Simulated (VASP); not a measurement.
# BN in VASP: notebook

BN is run at these levels: PBE; tasks: single point, relaxation of cell and atoms.

Program: VASP 6.6.1. These are calculated values, not measurements. Logs are shortened: lines on timing, memory, paths and dates and some standing lists are left out, and cuts for length are marked.

### 1 The cell of the first run

It takes space group F-43m (No. 216, cubic). Conventional cell: a = 3.625 Å, b = 3.625 Å, c = 3.625 Å, α = 90.00°, β = 90.00°, γ = 90.00°. B (site symmetry -43m) has 4 N at 1.57 Å within 2.1 Å. Within 2.1 Å of N (site symmetry -43m) lie 4 B at 1.57 Å.

### 2 Single point, PBE

INCAR reads:

```
  PREC = Accurate
  ENCUT = 520
  EDIFF = 1E-7
  ISMEAR = 0
  SIGMA = 0.05
  LREAL = F
  LASPH = T
  NELM = 60
  ALGO = Normal
  ISIF = 2
  LWAVE = F
  LCHARG = F
  GGA = PE
  NBANDS = 26
```

KPOINTS reads:

```
Automatic mesh
0
Gamma
  6 6 6
```

POSCAR reads:

```
BN
1.0
    3.6246677079      0.0000010053     -0.0000069309
   -0.0000011072     -3.6246407133     -0.0000185715
    0.0000069883     -0.0000185721     -3.6246510227
B N
4 4
Direct
    0.0000006657      0.5000003651      0.4999998677
    0.4999997959     -0.0000002699      0.4999994455
    0.4999996528      0.5000003406     -0.0000006973
   -0.0000005519      0.0000009062     -0.0000001956
    0.7500003127      0.7499995923      0.7500004696
    0.2500002085      0.2499992803      0.7500003659
    0.2499998251      0.7499996346      0.2500000375
    0.7500000914      0.2500001506      0.2500007068
```

Potentials or basis: VASP PAW PBE potentials, release 64 (B, N).

Started as:

```console
$ cat potpaw_PBE.64/B/POTCAR potpaw_PBE.64/N/POTCAR > POTCAR
$ mpirun -np 1 vasp_std > vasp.out
```

OUTCAR:

```text
PREC = Accurate
   ENCUT = 520
   EDIFF = 1E-7
   ISMEAR = 0
   LREAL = F
   LASPH = T
   NELM = 60
   ISIF = 2
   GGA = PE

 ion  position               nearest neighbor table
   1  0.000  0.500  0.500-   7 1.57   6 1.57   5 1.57   8 1.57
   2  0.500  1.000  0.500-   8 1.57   5 1.57   6 1.57   7 1.57
   3  0.500  0.500  1.000-   5 1.57   8 1.57   7 1.57   6 1.57
   4  1.000  0.000  1.000-   6 1.57   7 1.57   8 1.57   5 1.57
   5  0.750  0.750  0.750-   3 1.57   2 1.57   1 1.57   4 1.57
   6  0.250  0.250  0.750-   4 1.57   1 1.57   2 1.57   3 1.57
   7  0.250  0.750  0.250-   1 1.57   4 1.57   3 1.57   2 1.57
   8  0.750  0.250  0.250-   2 1.57   3 1.57   4 1.57   1 1.57

  LATTYP: Found a simple cubic cell.
 ALAT       =     3.6246407133

  Lattice vectors:

 A1 = (  -0.0000011072,  -3.6246407133,  -0.0000185715)
 A2 = (  -3.6246677079,  -0.0000010053,   0.0000069309)
 A3 = (   0.0000069883,  -0.0000185721,  -3.6246510227)

Analysis of symmetry for initial positions (statically):
=====================================================================
 Subroutine PRICEL returns following result:

  LATTYP: Found a face centered cubic cell.
 ALAT       =     3.6246549673

  Lattice vectors:

 A1 = (  -1.8123316205,  -0.0000097887,  -1.8123233468)
 A2 = (  -1.8123389744,   1.8123178927,   0.0000116798)
 A3 = (  -0.0000003656,   1.8123091093,  -1.8123159962)

   4 primitive cells build up your supercell.

 Routine SETGRP: Setting up the symmetry group for a
 simple cubic supercell.

 Subroutine GETGRP returns: Found 24 space group operations
 (whereof 24 operations were pure point group operations)
 out of a pool of 48 trial point group operations.

The static configuration has the point symmetry T_d .

Analysis of symmetry for dynamics (positions and initial velocities):
=====================================================================
 Subroutine PRICEL returns following result:

  LATTYP: Found a face centered cubic cell.
 ALAT       =     3.6246549673

  Lattice vectors:

 A1 = (  -1.8123316205,  -0.0000097887,  -1.8123233468)
 A2 = (  -1.8123389744,   1.8123178927,   0.0000116798)
 A3 = (  -0.0000003656,   1.8123091093,  -1.8123159962)

   4 primitive cells build up your supercell.

 Routine SETGRP: Setting up the symmetry group for a
 simple cubic supercell.

 Subroutine GETGRP returns: Found 24 space group operations
 (whereof 24 operations were pure point group operations)
 out of a pool of 48 trial point group operations.

The dynamic configuration has the point symmetry T_d .

 Subroutine INISYM returns: Found 24 space group operations
 (whereof 24 operations are pure point group operations),
 and found     4 'primitive' translations

----------------------------------------------------------------------------------------

                                     Primitive cell

  volume of cell :      11.9053

  direct lattice vectors                    reciprocal lattice vectors
    -1.812331620 -0.000009789 -1.812323347    -0.275887420 -0.275888851 -0.275887747
    -1.812338974  1.812317893  0.000011680    -0.275886914  0.275887676  0.275886683
    -0.000000366  1.812309109 -1.812315996     0.275886761  0.275891748 -0.275889510

  length of vectors
     2.563018107  2.563019450  2.562996991     0.477852043  0.477850459  0.477854354

  position of ions in fractional coordinates (direct lattice)
     0.000001263  0.999999841  0.999998346
     0.750002743  0.750001607  0.749997501

  ion indices of the primitive-cell ions
   primitive index   ion index
                 1           1
                 2           7

----------------------------------------------------------------------------------------

 KPOINTS: Automatic mesh

Automatic generation of k-mesh.
 Grid dimensions read from file:
 generate k-points for:    6    6    6

 Generating k-lattice:

  Cartesian coordinates                     Fractional coordinates (reciprocal lattice)
     0.045981226 -0.000000014  0.000000089     0.166666667  0.000000000  0.000000000
     0.000000013 -0.045981569  0.000000236    -0.000000000  0.166666667 -0.000000000
    -0.000000088  0.000000236 -0.045981438     0.000000000 -0.000000000  0.166666667

  Length of vectors
     0.045981226  0.045981569  0.045981438

  Shift w.r.t. Gamma in fractional coordinates (k-lattice)
     0.000000000  0.000000000  0.000000000

 Subroutine IBZKPT returns following result:
 ===========================================

 Found     20 irreducible k-points:

 Following reciprocal coordinates:
            Coordinates               Weight
  0.000000  0.000000  0.000000      1.000000
  0.166667 -0.000000  0.000000      6.000000
  0.333333  0.000000  0.000000      6.000000
  0.500000  0.000000  0.000000      3.000000
  0.166667  0.166667 -0.000000     12.000000
  0.333333  0.166667 -0.000000     24.000000
[... 12 lines left out ...]
  0.500000  0.500000  0.333333      6.000000
  0.500000  0.500000  0.500000      1.000000
[... 81 lines left out ...]
      6      -1.5587      2.00000
[... 18 lines left out ...]
     25      16.4911      0.00000
     26      17.5243      0.00000

 k-point     2 :       0.1667   -0.0000    0.0000
  band No.  band energies     occupation
      1     -12.6114      2.00000
      2      -8.0583      2.00000
      3      -7.2286      2.00000
      4      -7.2286      2.00000
      5      -1.3719      2.00000
      6      -1.3719      2.00000
[... 18 lines left out ...]
     25      17.2623      0.00000
     26      18.1538      0.00000

 k-point     3 :       0.3333    0.0000    0.0000
  band No.  band energies     occupation
      1     -11.9495      2.00000
      2      -9.5057      2.00000
      3      -7.0765      2.00000
      4      -7.0765      2.00000
      5      -0.8382      2.00000
      6      -0.8382      2.00000
[... 18 lines left out ...]
     25      19.2583      0.00000
     26      19.2583      0.00000

 k-point     4 :       0.5000    0.0000    0.0000
  band No.  band energies     occupation
      1     -10.8850      2.00000
      2     -10.8850      2.00000
      3      -6.9954      2.00000
      4      -6.9954      2.00000
      5      -0.2464      2.00000
      6      -0.2464      2.00000
[... 18 lines left out ...]
     25      20.6655      0.00000
     26      20.6655      0.00000

 k-point     5 :       0.1667    0.1667   -0.0000
  band No.  band energies     occupation
      1     -12.3895      2.00000
      2      -7.9385      2.00000
      3      -7.9385      2.00000
      4      -7.1954      2.00000
      5      -1.1864      2.00000
      6      -0.6237      2.00000
[... 18 lines left out ...]
     25      18.1730      0.00000
     26      18.8421      0.00000

 k-point     6 :       0.3333    0.1667   -0.0000
  band No.  band energies     occupation
      1     -11.7342      2.00000
      2      -9.3324      2.00000
      3      -7.6355      2.00000
      4      -7.1735      2.00000
      5      -0.6995      2.00000
      6      -0.6872      2.00000
[... 311 lines left out ...]
 k-point    17 :       0.3333    0.3333    0.3333
  band No.  band energies     occupation
      1     -10.3210      2.00000
      2      -8.4775      2.00000
      3      -8.4775      2.00000
      4      -8.4774      2.00000
      5      -2.3589      2.00000
      6      -2.3588      2.00000
[... 18 lines left out ...]
     25      19.5594      0.00000
     26      19.8801      0.00000

 k-point    18 :       0.5000    0.3333    0.3333
  band No.  band energies     occupation
      1      -9.4457      2.00000
      2      -9.4457      2.00000
      3      -8.3300      2.00000
      4      -8.3300      2.00000
      5      -2.8676      2.00000
      6      -2.8676      2.00000
[... 18 lines left out ...]
     25      18.6785      0.00000
     26      18.6785      0.00000

 k-point    19 :       0.5000    0.5000    0.3333
  band No.  band energies     occupation
      1      -8.8142      2.00000
      2      -8.8142      2.00000
      3      -8.8141      2.00000
      4      -8.8141      2.00000
      5      -2.7681      2.00000
      6      -2.7681      2.00000
[... 18 lines left out ...]
     25      18.2804      0.00000
     26      18.2804      0.00000

 k-point    20 :       0.5000    0.5000    0.5000
  band No.  band energies     occupation
      1      -8.6563      2.00000
      2      -8.6563      2.00000
      3      -8.6562      2.00000
      4      -8.6561      2.00000
      5      -3.3121      2.00000
      6      -3.3120      2.00000
[... 18 lines left out ...]
     25      17.9665      0.00000
     26      17.9666      0.00000

------------------------ aborting loop because EDIFF is reached ----------------------------------------

  FORCE on cell =-STRESS in cart. coord.  units (eV):
  Direction    XX          YY          ZZ          XY          YZ          ZX
  --------------------------------------------------------------------------------------
  -------------------------------------------------------------------------------------
  Total        0.0724932      0.0724921      0.0724925      0.0000000      0.0000007     -0.0000003
  in kB        2.4389797      2.4389434      2.4389573      0.0000014      0.0000250     -0.0000094
  external PRESSURE =       2.4389601 kB  Pullay stress =       0.0000000 kB

 VOLUME and BASIS-vectors are now :
 -----------------------------------------------------------------------------
  energy-cutoff  :      520.00
  volume of cell :       47.62
      direct lattice vectors                 reciprocal lattice vectors
     3.624667708  0.000001005 -0.000006931     0.275887359 -0.000000084  0.000000532
    -0.000001107 -3.624640713 -0.000018571     0.000000077 -0.275889413  0.000001414
     0.000006988 -0.000018572 -3.624651023    -0.000000528  0.000001414 -0.275888629

 POSITION                                       TOTAL-FORCE (eV/Angst)
 -----------------------------------------------------------------------------------
      0.00001     -1.81233     -1.81233        -0.000000      0.000000     -0.000000
      1.81234     -3.62465     -1.81235        -0.000000      0.000000     -0.000000
      1.81234     -1.81234     -3.62466         0.000000     -0.000000      0.000000
      3.62467     -0.00002     -3.62466        -0.000000      0.000000     -0.000000
      2.71851     -2.71849     -2.71851         0.000000     -0.000000      0.000000
      0.90617     -0.90617     -2.71850        -0.000000     -0.000000     -0.000000
      0.90617     -2.71848     -0.90618        -0.000000     -0.000000      0.000000
      2.71850     -0.90616     -0.90618         0.000000      0.000000     -0.000000
 -----------------------------------------------------------------------------------
    total drift:                                0.000890     -0.003745      0.003685

  FREE ENERGIE OF THE ION-ELECTRON SYSTEM (eV)
  ---------------------------------------------------
  free  energy   TOTEN  =       -69.8039672352 eV

  energy  without entropy=      -69.8039672352  energy(sigma->0) =      -69.80396724
```

It took 14 s on 1 thread of Intel Xeon Platinum 8488C (Sapphire Rapids), shared host; peak memory 0.15 GiB.

Results:

| Quantity | Value |
| --- | --- |
| Free energy | -69.8040 eV |
| Pressure | 0.2 GPa |
| Band gap on the k mesh | 4.45 eV |

Levels at points of the mesh, in eV from the valence-band top:
```csv
k point,band 13,band 14,band 15,band 16,band 17,band 18,band 19,band 20
"(0.00, 0.00, 0.00)",-4.86,0.00,0.00,0.00,4.45,4.45,4.45,8.78
"(0.50, 0.00, 0.00)",-2.99,-2.99,-2.99,-2.99,6.76,6.76,9.56,9.56
"(0.50, 0.50, 0.00)",-2.08,-2.08,-2.08,-2.08,9.68,9.68,9.68,9.68
"(0.50, 0.50, 0.50)",-1.93,-1.93,-1.93,-1.93,10.04,10.04,10.04,10.04
```

Caveat: the cell differs from its parent crystal (cell sheared at random, sigma 0.01, atoms nudged by 0.01 Å, then relaxed in part).

### 3 Single point, PBE

INCAR reads:

```
SYSTEM = BN
PREC = Accurate
ENCUT = 520
EDIFF = 1E-7
ISMEAR = 0
SIGMA = 0.05
LREAL = .False.
LASPH = .True.
NELM = 80
ALGO = Normal
ISIF = 2
LWAVE = .False.
LCHARG = .False.
GGA = PE
NBANDS = 26
```

KPOINTS reads:

```
regular mesh
0
Gamma
  6 6 6
  0 0 0
```

POSCAR reads:

```
BN
1.0
    3.6596456744      0.0181819142     -0.0130019526
   -0.0181819142     -3.5982790940     -0.0429541483
    0.0130019526     -0.0429541483     -3.6161663036
B N
4 4
Direct
   -0.0025407842      0.5010275786      0.5032289637
    0.5054301865      0.0026404923      0.5008324473
    0.5032666571      0.4992712208      0.0022150323
    0.0010123793     -0.0019328475     -0.0010791308
    0.7482048410      0.7487014110      0.7476857613
    0.2496988137      0.2479695199      0.7468171843
    0.2465215606      0.7500133065      0.2483351518
    0.7484063461      0.2523093183      0.2519645902
```

Potentials or basis: VASP PAW PBE potentials, release 64 (B, N).

Started as:

```console
$ cat potpaw_PBE.64/B/POTCAR potpaw_PBE.64/N/POTCAR > POTCAR
$ mpirun -np 1 vasp_std > vasp.out
```

Wall time 66 s (1 thread of Intel Xeon Platinum 8488C (Sapphire Rapids), shared host); peak memory 0.21 GiB.

Results (log left out):

```
Free energy            : -69.7054 eV
Pressure               : 0.9 GPa
Largest force          : 0.989 eV/Å
Band gap on the k mesh : 4.05 eV
```

Forces on the atoms (eV/Å):
```
B    0.358  0.111  0.406
B   -0.912  0.326  0.198
B   -0.734 -0.047  0.202
B   -0.056 -0.162 -0.057
N    0.269 -0.203 -0.424
N    0.147 -0.239 -0.472
N    0.519 -0.015 -0.185
N    0.410  0.229  0.332
```

Stress tensor (GPa, compression positive):
```
 -5.23  -4.47   3.17
 -4.47   5.49 -10.98
  3.17 -10.98   2.54
```

Levels at points of the mesh, in eV from the valence-band top:
```tsv
k point	band 13	band 14	band 15	band 16	band 17	band 18	band 19	band 20
(0.00, 0.00, 0.00)	-4.72	-0.29	-0.15	0.00	4.05	4.36	4.46	8.19
(0.50, 0.00, 0.00)	-3.28	-3.06	-3.01	-2.80	6.65	6.75	9.13	9.35
(0.00, 0.50, 0.00)	-3.25	-3.22	-3.16	-3.13	6.53	6.54	9.50	9.52
(0.50, 0.50, 0.00)	-2.43	-2.29	-2.17	-2.09	9.28	9.33	9.54	9.62
(0.00, 0.00, 0.50)	-3.36	-3.20	-3.04	-2.98	6.57	6.60	9.40	9.46
(0.50, 0.00, 0.50)	-2.40	-2.31	-2.27	-2.25	9.22	9.26	9.41	9.50
(0.00, 0.50, 0.50)	-2.25	-2.21	-1.99	-1.95	9.49	9.60	9.84	9.95
(0.50, 0.50, 0.50)	-1.99	-1.96	-1.84	-1.77	9.46	9.55	9.58	9.83
```

A k mesh can miss the band edges. PBE gaps usually lie below the measured ones, often by a third to a half.

### 4 Relaxation of cell and atoms, PBE (cell sheared at random, sigma 0.01, atoms nudged by 0.01 Å)

INCAR reads:

```
  PREC = Accurate
  ENCUT = 600
  EDIFF = 1E-6
  ISMEAR = 0
  SIGMA = 0.05
  LREAL = F
  LASPH = T
  NELM = 60
  ALGO = Normal
  ISIF = 3
  LWAVE = F
  LCHARG = F
  GGA = PE
  IBRION = 2
  NSW = 100
  EDIFFG = -0.01
```

KPOINTS reads:

```
regular mesh
0
Gamma
  6 6 6
```

POSCAR is that of step 3.

Started as:

```console
$ cat potpaw_PBE.64/B/POTCAR potpaw_PBE.64/N/POTCAR > POTCAR
$ mpirun -np 1 vasp_std > vasp.out
```

It took 8.2 min on 1 thread of Intel Xeon Platinum 8259CL at 2.50GHz (Skylake/Cascade Lake), shared host; peak memory 0.24 GiB.

It converged, with:

- Free energy: -69.8184 eV
- Relaxed volume: 5.95 Å³/atom
- Relaxed cell: a = 3.624 Å, b = 3.625 Å, c = 3.625 Å, α = 90.00°, β = 90.00°, γ = 90.00°
- Space group after relaxing (to 0.05 Å): F-43m (No. 216)
- Energy gained by relaxing: 12.3 meV/atom
- Ionic steps: 9
- Pressure after relaxing: 0.0 GPa
- Band gap on the k mesh: 4.45 eV

The path:
| step | energy change (eV) | largest force (eV/Å) | pressure (GPa) | volume (Å³) |
| --- | --- | --- | --- | --- |
| 1 | 0.0000 | 0.9901 | 0.66 | 47.61 |
| 2 | -0.0261 | 1.2891 | -0.52 | 47.75 |
| 3 | -0.0928 | 0.3031 | -0.59 | 47.69 |
| 4 | -0.0962 | 0.2166 | 0.43 | 47.56 |
| 5 | -0.0983 | 0.0517 | 0.03 | 47.61 |
| 6 | -0.0986 | 0.0302 | 0.03 | 47.61 |
| 7 | -0.0987 | 0.0209 | 0.03 | 47.61 |
| 8 | -0.0987 | 0.0143 | -0.02 | 47.62 |
| 9 | -0.0987 | 0.0018 | 0.00 | 47.62 |

Final structure:
```
B N
1.0
     3.62446   -0.00007    0.00005
    -0.00001   -3.62462    0.00004
    -0.00002    0.00011   -3.62460
B N
4 4
Direct
  0.99999 0.50000 0.50001
  0.50000 0.00001 0.49999
  0.49998 0.49999 0.00001
  0.00000 0.99999 0.99999
  0.75000 0.75000 0.75000
  0.25001 0.25000 0.75000
  0.25000 0.75001 0.24999
  0.75001 0.25000 0.25000
```

Levels at points of the mesh, in eV from the valence-band top:
```
           k point  band 12  band 13  band 14  band 15  band 16  band 17  band 18  band 19  band 20  band 21
(0.00, 0.00, 0.00)    -4.87    -4.87     0.00     0.00     0.00     4.45     4.45     4.45     8.78     8.78
(0.50, 0.00, 0.00)    -3.97    -2.99    -2.99    -2.99    -2.99     6.76     6.76     9.56     9.56    11.47
(0.00, 0.50, 0.00)    -3.97    -2.99    -2.99    -2.99    -2.99     6.76     6.76     9.56     9.56    11.47
(0.50, 0.50, 0.00)    -5.56    -2.08    -2.08    -2.08    -2.08     9.68     9.68     9.68     9.68    12.10
(0.00, 0.00, 0.50)    -3.97    -2.99    -2.99    -2.99    -2.99     6.76     6.76     9.56     9.56    11.47
(0.50, 0.00, 0.50)    -5.56    -2.08    -2.08    -2.08    -2.08     9.68     9.68     9.68     9.68    12.10
(0.00, 0.50, 0.50)    -5.56    -2.08    -2.08    -2.08    -2.08     9.68     9.68     9.68     9.68    12.10
(0.50, 0.50, 0.50)    -1.93    -1.93    -1.93    -1.93    -1.92    10.04    10.04    10.04    10.04    10.66
```

Caveat: the cell differs from its parent crystal (cell sheared at random, sigma 0.01, atoms nudged by 0.01 Å).

### 5 Summary

```csv
task,cell,cutoff (eV),gap on the mesh (eV),pressure (GPa)
single point,"a = 3.625 Å, 8 atoms",520,4.45,0.2
single point,"a = 3.660, b = 3.599, c = 3.616 Å, angles 88.6, 89.6, 90.6°, 8 atoms",520,4.05,0.9
relaxation of cell and atoms,"relaxed from a = 3.660, b = 3.599, c = 3.616 Å, angles 88.6, 89.6, 90.6°, 8 atoms",600,4.45,0.0
```

Alike in all rows: level PBE; potentials or basis VASP PAW PBE potentials, release 64 (B, N); no spin polarisation; k mesh 6 × 6 × 6; smearing gaussian 0.05 eV.

Absolute energies hang on the potentials; compare differences alone.
